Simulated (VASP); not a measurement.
# Ti (P6_3/mmc) in VASP: relaxation of cell and atoms with r2SCAN

Aim: the relaxation of cell and atoms of Ti with r2SCAN.

All numbers are computed with VASP 6.6.1; they aren't measurements. Logs are shortened: lines on timing, memory, paths and dates and some standing lists are left out, and cuts for length are marked.

## 1. The cell of the first run

Symmetry: P6_3/mmc, No. 194, hexagonal system. The conventional cell has a = 2.950 Å, b = 2.950 Å, c = 4.680 Å, α = 90.00°, β = 90.00°, γ = 120.00°. Within 3.8 Å of Ti (site symmetry -6m2) lie 12 Ti at 2.89 to 2.95 Å.

## 2. Relaxation of cell and atoms, r2SCAN

POSCAR reads:

```
Ti
1.0
    2.9500000000      0.0000000000      0.0000000000
   -1.4750000000      2.5547749412      0.0000000000
    0.0000000000      0.0000000000      4.6800000000
Ti
2
Direct
    0.3333333333      0.6666666667      0.2500000000
    0.6666666667      0.3333333333      0.7500000000
```

INCAR.step1 reads:

```
SYSTEM = Ti
PREC     = Accurate       ! precision mode
ENCUT    = 600            ! plane-wave cutoff, eV
ISMEAR   = 1              ! smearing method
SIGMA    = 0.05           ! smearing width, eV
LREAL    = .False.        ! projectors in reciprocal space
LASPH    = .True.         ! aspherical terms in the spheres
NELM     = 60             ! most SCF steps
GGA      = PE             ! functional
ALGO     = Normal         ! electronic algorithm
EDIFF    = 1E-4           ! SCF threshold, eV
LWAVE    = .True.         ! write WAVECAR
LCHARG   = .False.        ! write CHGCAR
```

INCAR.step2 reads:

```
SYSTEM = Ti
PREC     = Accurate       ! precision mode
ENCUT    = 600            ! plane-wave cutoff, eV
EDIFF    = 1E-7           ! SCF threshold, eV
ISMEAR   = 1              ! smearing method
SIGMA    = 0.05           ! smearing width, eV
LREAL    = .False.        ! projectors in reciprocal space
LASPH    = .True.         ! aspherical terms in the spheres
NELM     = 60             ! most SCF steps
ALGO     = Normal         ! electronic algorithm
ISIF     = 3              ! what is computed and relaxed
LWAVE    = .False.        ! write WAVECAR
LCHARG   = .False.        ! write CHGCAR
METAGGA  = R2SCAN         ! meta-GGA
LMIXTAU  = .True.       
IBRION   = 2              ! ionic algorithm
NSW      = 80             ! ionic steps
EDIFFG   = -0.01          ! ionic threshold
ISTART   = 1
```

KPOINTS reads:

```
regular mesh
0
Gamma
  16 16 9
  0 0 0
```

Potentials or basis: VASP PAW PBE potentials, release 64 (Ti_sv).

The run is started by

```sh
$ cat potpaw_PBE.64/Ti_sv/POTCAR > POTCAR
$ cp INCAR.step1 INCAR
$ mpirun -np 1 vasp_std > vasp.out
$ cp INCAR.step2 INCAR
$ mpirun -np 1 vasp_std > vasp.out
```

OUTCAR:

```text
SYSTEM = Ti
   PREC = Accurate
   ENCUT = 600
   EDIFF = 1E-7
   ISMEAR = 1
   LREAL = .False.
   LASPH = .True.
   NELM = 60
   ISIF = 3
   METAGGA = R2SCAN
   IBRION = 2
   NSW = 80
   EDIFFG = -0.01
   ISTART = 1

 ion  position               nearest neighbor table
   1  0.333  0.667  0.250-   2 2.89   2 2.89   2 2.89   2 2.89   2 2.89   2 2.89
   2  0.667  0.333  0.750-   1 2.89   1 2.89   1 2.89   1 2.89   1 2.89   1 2.89

  LATTYP: Found a hexagonal cell.
 ALAT       =     2.9500000000
 C/A-ratio  =     1.5864406780

  Lattice vectors:

 A1 = (   2.9500000000,   0.0000000000,   0.0000000000)
 A2 = (  -1.4750000000,   2.5547749412,   0.0000000000)
 A3 = (   0.0000000000,   0.0000000000,   4.6800000000)

Analysis of symmetry for initial positions (statically):
=====================================================================
 Subroutine PRICEL returns:
 Original cell was already a primitive cell.

 Routine SETGRP: Setting up the symmetry group for a
 hexagonal supercell.

 Subroutine GETGRP returns: Found 24 space group operations
 (whereof 12 operations were pure point group operations)
 out of a pool of 24 trial point group operations.

The static configuration has the point symmetry D_3d.
 The point group associated with its full space group is D_6h.

Analysis of symmetry for dynamics (positions and initial velocities):
=====================================================================
 Subroutine PRICEL returns:
 Original cell was already a primitive cell.

 Routine SETGRP: Setting up the symmetry group for a
 hexagonal supercell.

 Subroutine GETGRP returns: Found 24 space group operations
 (whereof 12 operations were pure point group operations)
 out of a pool of 24 trial point group operations.

The dynamic configuration has the point symmetry D_3d.
 The point group associated with its full space group is D_6h.

 Subroutine INISYM returns: Found 24 space group operations
 (whereof 12 operations are pure point group operations),
 and found     1 'primitive' translations

----------------------------------------------------------------------------------------

                                     Primitive cell

  volume of cell :      35.2712

  direct lattice vectors                    reciprocal lattice vectors
     2.950000000  0.000000000  0.000000000     0.338983051  0.195711956  0.000000000
    -1.475000000  2.554774941  0.000000000     0.000000000  0.391423911  0.000000000
     0.000000000  0.000000000  4.680000000     0.000000000  0.000000000  0.213675214

  length of vectors
     2.950000000  2.950000000  4.680000000     0.391423911  0.391423911  0.213675214

  position of ions in fractional coordinates (direct lattice)
     0.333333333  0.666666667  0.250000000
     0.666666667  0.333333333  0.750000000

  ion indices of the primitive-cell ions
   primitive index   ion index
                 1           1
                 2           2

----------------------------------------------------------------------------------------

 KPOINTS: regular mesh

Automatic generation of k-mesh.
 Grid dimensions read from file:
 generate k-points for:   16   16    9

 Generating k-lattice:

  Cartesian coordinates                     Fractional coordinates (reciprocal lattice)
     0.021186441  0.012231997  0.000000000     0.062500000 -0.000000000  0.000000000
     0.000000000  0.024463994  0.000000000     0.000000000  0.062500000  0.000000000
     0.000000000  0.000000000  0.023741690     0.000000000  0.000000000  0.111111111

  Length of vectors
     0.024463994  0.024463994  0.023741690

  Shift w.r.t. Gamma in fractional coordinates (k-lattice)
     0.000000000  0.000000000  0.000000000

 Subroutine IBZKPT returns following result:
 ===========================================

 Found    150 irreducible k-points:

 Following reciprocal coordinates:
            Coordinates               Weight
  0.000000  0.000000  0.000000      1.000000
  0.062500  0.000000  0.000000      6.000000
  0.125000  0.000000  0.000000      6.000000
  0.187500  0.000000  0.000000      6.000000
  0.250000  0.000000  0.000000      6.000000
  0.312500  0.000000  0.000000      6.000000
[... 16 lines left out ...]
  0.187500  0.187500  0.000000      6.000000
  0.250000  0.187500  0.000000     12.000000
 [... further k-points ...]
   k-points           NKPTS =    150   k-points in BZ     NKDIM =    150   number of bands    NBANDS=     16
   number of dos      NEDOS =    301   number of ions     NIONS =      2
   total plane-waves  NPLWV =  23040
   dimension x,y,z NGX =    24 NGY =   24 NGZ =   40
   dimension x,y,z NGXF=    48 NGYF=   48 NGZF=   80
   ions per type =               2
   NGX,Y,Z   is equivalent  to a cutoff of  13.53, 13.53, 14.21 a.u.
   NGXF,Y,Z  is equivalent  to a cutoff of  27.05, 27.05, 28.42 a.u.
 SYSTEM =  Ti
   PREC   = accura    normal or accurate (medium, high low for compatibility)
   ISTART =      1    job   : 0-new  1-cont  2-samecut
   ICHARG =      0    charge: 1-file 2-atom 10-const
   ISPIN  =      1    spin polarized calculation?
   LNONCOLLINEAR =      F non collinear calculations
   LSORBIT =      F    spin-orbit coupling
   LASPH  =      T    aspherical Exc in radial PAW
   ENCUT  =  600.0 eV  44.10 Ry    6.64 a.u.   5.89  5.89  9.35*2*pi/ulx,y,z
   NELM   =     60;   NELMIN=  2; NELMDL=  0     # of ELM steps
   EDIFF  = 0.1E-06   stopping-criterion for ELM
   LREAL  =      F    real-space projection
   EDIFFG = -.1E-01   stopping-criterion for IOM
   NSW    =     80    number of steps for IOM
   IBRION =      2    ionic relax: 0-MD 1-quasi-New 2-CG
   NFREE  =      1    steps in history (QN), initial steepest desc. (CG)
   ISIF   =      3    stress and relaxation
   ISYM   =      2    0-nonsym 1-usesym 2-fastsym
   POTIM  = 0.5000    time-step for ionic-motion
   TEBEG  =    0.0;   TEEND  =   0.0 temperature during run
   PSTRESS=    0.0 pullay stress
   NELECT =      24.0000    total number of electrons
   NUPDOWN=      -1.0000    fix difference up-down
   EMIN   =  10.00;   EMAX   =-10.00  energy-range for DOS
   EFERMI =   0.00;   METHOD = LEGACY
   ISMEAR =     1;   SIGMA  =   0.05  broadening in eV -4-tet -1-fermi 0-gaus
   EFERMI_NEDOS =   21; number of points for ismear=-14 and -15
   IALGO  =     38    algorithm
   IMIX   =      4    mixing-type and parameters
     AMIX     =   0.40;   BMIX     =  1.00
     AMIX_MAG =   1.60;   BMIX_MAG =  1.00
  volume/ion in A,a.u.               =      17.64       119.01
  Fermi-wavevector in a.u.,A,eV,Ry     =   1.439920  2.721055 28.209912  2.073370
  Thomas-Fermi vector in A             =   2.558722
   LORBIT       =      0    0 simple, 1 ext, 2 COOP (PROOUT), +10 PAW based schemes
   METAGGA = R2SCAN    functional components
   LHFCALC =     F    Hartree Fock is set to
   AEXX    =    0.0000 exact exchange contribution
   IVDW    =     0    specifies the selected vdW correction
   LEPSILON=     F    determine dielectric tensor
   LRPA    =     F    only Hartree local field effects (RPA)
 conjugate gradient relaxation of ions
 non-spin polarized calculation
 Methfessel and Paxton  Order N= 1 SIGMA  =   0.05
  energy-cutoff  :      600.00
  volume of cell :       35.27
 maximum number of plane-waves:      1194
 NGX is ok and might be reduce to    24
   NGX = 11   NGY = 11   NGZ = 19

--------------------------------------- Ionic step        1  -------------------------------------------

 number of electron      23.9999997 magnetization

 Free energy of the ion-electron system (eV)
  ---------------------------------------------------
  ext. energy  EPLUGINS =         0.00000000
  ---------------------------------------------------
  free energy    TOTEN  =       -25.89871645 eV

  energy without entropy =      -25.89882873  energy(sigma->0) =      -25.89875388

------------------------ aborting loop because EDIFF is reached ----------------------------------------

  FORCE on cell =-STRESS in cart. coord.  units (eV):
  Direction    XX          YY          ZZ          XY          YZ          ZX
  --------------------------------------------------------------------------------------
  -------------------------------------------------------------------------------------
  Total       -0.3754173     -0.3754173     -0.4312693     -0.0000000     -0.0000000      0.0000000
  in kB      -17.0531398    -17.0531398    -19.5901900     -0.0000000     -0.0000000      0.0000000
  external PRESSURE =     -17.8988232 kB  Pullay stress =       0.0000000 kB

 VOLUME and BASIS-vectors are now :
 -----------------------------------------------------------------------------
  energy-cutoff  :      600.00
  volume of cell :       35.27
      direct lattice vectors                 reciprocal lattice vectors
     2.950000000  0.000000000  0.000000000     0.338983051  0.195711956  0.000000000
    -1.475000000  2.554774941  0.000000000     0.000000000  0.391423911  0.000000000
     0.000000000  0.000000000  4.680000000     0.000000000  0.000000000  0.213675214
[... 109 lines left out ...]
 POSITION                                       TOTAL-FORCE (eV/Angst)
 -----------------------------------------------------------------------------------
     -0.00000      1.69455      1.16319         0.000000      0.000000      0.000000
      1.46753      0.84728      3.48957        -0.000000     -0.000000      0.000000
 -----------------------------------------------------------------------------------
    total drift:                               -0.000000      0.000000     -0.000000

  FREE ENERGIE OF THE ION-ELECTRON SYSTEM (eV)
  ---------------------------------------------------
  free  energy   TOTEN  =       -25.9018354521 eV

  energy  without entropy=      -25.9019792157  energy(sigma->0) =      -25.90188337

--------------------------------------- Ionic step        5  -------------------------------------------

 number of electron      23.9999993 magnetization

 Free energy of the ion-electron system (eV)
  ---------------------------------------------------
  ext. energy  EPLUGINS =         0.00000000
  ---------------------------------------------------
  free energy    TOTEN  =       -25.90185514 eV

  energy without entropy =      -25.90201144  energy(sigma->0) =      -25.90190724

 E-fermi :   8.4280     XC(G=0): -12.4003

 val. band max:        8.4196258389   @ k =   0.1250   0.0625   0.0000
 cond. band min:       8.4407182798   @ k =   0.1250   0.0625   0.1111
 fundamental gap:      0.0210924408
 Fermi energy:         8.4279971075

 k-point     1 :       0.0000    0.0000    0.0000
  band No.  band energies     occupation
      1     -50.8328      2.00000
      2     -50.6888      2.00000
      3     -26.3946      2.00000
      4     -25.7256      2.00000
      5     -25.7256      2.00000
      6     -25.6560      2.00000
[... 8 lines left out ...]
     15       9.8023      0.00000
     16       9.8023      0.00000
[... 419 lines left out ...]
 k-point    24 :       0.2500    0.1875    0.0000
  band No.  band energies     occupation
      1     -50.7273      2.00000
      2     -50.6612      2.00000
      3     -26.1316      2.00000
      4     -26.0883      2.00000
      5     -26.0389      2.00000
      6     -25.8714      2.00000
[... 8 lines left out ...]
     15       9.4380      0.00000
     16      10.8392      0.00000

 [... further k-points ...]

------------------------ aborting loop because EDIFF is reached ----------------------------------------

  FORCE on cell =-STRESS in cart. coord.  units (eV):
  Direction    XX          YY          ZZ          XY          YZ          ZX
  --------------------------------------------------------------------------------------
  -------------------------------------------------------------------------------------
  Total        0.0116676      0.0116676     -0.0024010     -0.0000000     -0.0000000      0.0000000
  in kB        0.5385353      0.5385353     -0.1108193     -0.0000000     -0.0000000      0.0000000
  external PRESSURE =       0.3220838 kB  Pullay stress =       0.0000000 kB

 VOLUME and BASIS-vectors are now :
 -----------------------------------------------------------------------------
  energy-cutoff  :      600.00
  volume of cell :       34.71
      direct lattice vectors                 reciprocal lattice vectors
     2.936034225 -0.000000000  0.000000000     0.340595485  0.196642895  0.000000000
    -1.468017112  2.542680225 -0.000000000     0.000000000  0.393285790  0.000000000
     0.000000000 -0.000000000  4.649714243     0.000000000  0.000000000  0.215066980

 POSITION                                       TOTAL-FORCE (eV/Angst)
 -----------------------------------------------------------------------------------
     -0.00000      1.69512      1.16243         0.000000     -0.000000      0.000000
      1.46802      0.84756      3.48729        -0.000000      0.000000      0.000000
 -----------------------------------------------------------------------------------
    total drift:                               -0.000000      0.000000     -0.000000

  FREE ENERGIE OF THE ION-ELECTRON SYSTEM (eV)
  ---------------------------------------------------
  free  energy   TOTEN  =       -25.9018551435 eV

  energy  without entropy=      -25.9020114434  energy(sigma->0) =      -25.90190724

 reached required accuracy - stopping structural energy minimisation
```

Run time: 12 min. Hardware: 1 thread of Intel Xeon 6975P-C (Granite Rapids), shared host; peak memory 0.23 GiB.

What came out:

| Item | Value |
| --- | --- |
| Free energy | -25.9019 eV |
| Relaxed volume | 17.36 Å³/atom |
| Relaxed cell | a = 2.936 Å, b = 2.936 Å, c = 4.650 Å, α = 90.00°, β = 90.00°, γ = 120.00° |
| Space group after relaxing (to 0.1 Å) | P6_3/mmc (No. 194) |
| Energy gained by relaxing | 1.6 meV/atom |
| Ionic steps | 5 |
| Pressure after relaxing | 0.0 GPa |
| Band gap on the k mesh | zero (bands 12 and 13 overlap by 1.32 eV) |

Step by step:
| step | energy change (eV) | largest force (eV/Å) | pressure (GPa) | volume (Å³) |
| --- | --- | --- | --- | --- |
| 1 | 0.0000 | 0.0000 | -1.79 | 35.27 |
| 2 | -0.0010 | 0.0000 | 1.57 | 34.28 |
| 3 | -0.0031 | 0.0000 | 0.00 | 34.72 |
| 4 | -0.0031 | 0.0000 | 0.03 | 34.71 |
| 5 | -0.0031 | 0.0000 | 0.03 | 34.71 |

Final structure:
```
Ti
1.0
     2.93603    0.00000    0.00000
    -1.46802    2.54268    0.00000
     0.00000    0.00000    4.64971
Ti
2
Direct
  0.33333 0.66667 0.25000
  0.66667 0.33333 0.75000
```

Caveat: the PAW data sets were made with another functional, which shifts forces and pressure a little.

The gap in the log of VASP goes by the Fermi energy; the results here count the filled bands.